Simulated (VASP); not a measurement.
Write the native input for VASP 6.6.1 that does the following.

- Task: electric field gradients
- Functional: PBE
- Potentials or basis: VASP PAW PBE potentials, release 64 (Sc_sv)
- Cutoff: 520 eV
- k mesh: 12 × 12 × 12
- Occupations: fermi-dirac, width 0.03 eV
- Spin: no spin polarisation
- Dipole correction: no
- Further INCAR settings: ALGO = Normal; EDIFF = 1e-08; NBANDS = 12

The structure of Sc lies in POSCAR:

```
Sc
1.0
    0.0000000000      2.3077279282      2.3077279282
    2.3077279282      0.0000000000      2.3077279282
    2.3077279282      2.3077279282      0.0000000000
Sc
1
Direct
    0.0000000000      0.0000000000      0.0000000000
```

This cell differs from its parent crystal: volume scaled by 1.05.

The input as run:

INCAR

```
PREC     = Accurate       # precision mode
ENCUT    = 520            # plane-wave cutoff, eV
EDIFF    = 1E-8           # SCF threshold, eV
ISMEAR   = -1             # smearing method
SIGMA    = 0.03           # smearing width, eV
LREAL    = F              # projectors in reciprocal space
LASPH    = T              # aspherical terms in the spheres
NELM     = 60             # most SCF steps
ALGO     = Normal         # electronic algorithm
ISIF     = 2              # what is computed and relaxed
LWAVE    = F              # write WAVECAR
LCHARG   = F              # write CHGCAR
GGA      = PE             # functional
LEFG     = T            
NBANDS   = 12             # bands
```

KPOINTS

```
regular mesh
0
Gamma
  12 12 12
```

Potentials or basis: VASP PAW PBE potentials, release 64 (Sc_sv).

Command:

```bash
$ cat potpaw_PBE.64/Sc_sv/POTCAR > POTCAR
$ mpirun -np 1 vasp_std > vasp.out
```

It gave:

The pressure is 0.2 GPa.

Caveat: without QUAD_EFG the Cq values of the log hold for a quadrupole moment of 1 mb, not for the nuclei.

Run time: 27 s on 1 thread of Intel Xeon 8259CL (shared host), peak memory 0.15 GiB.
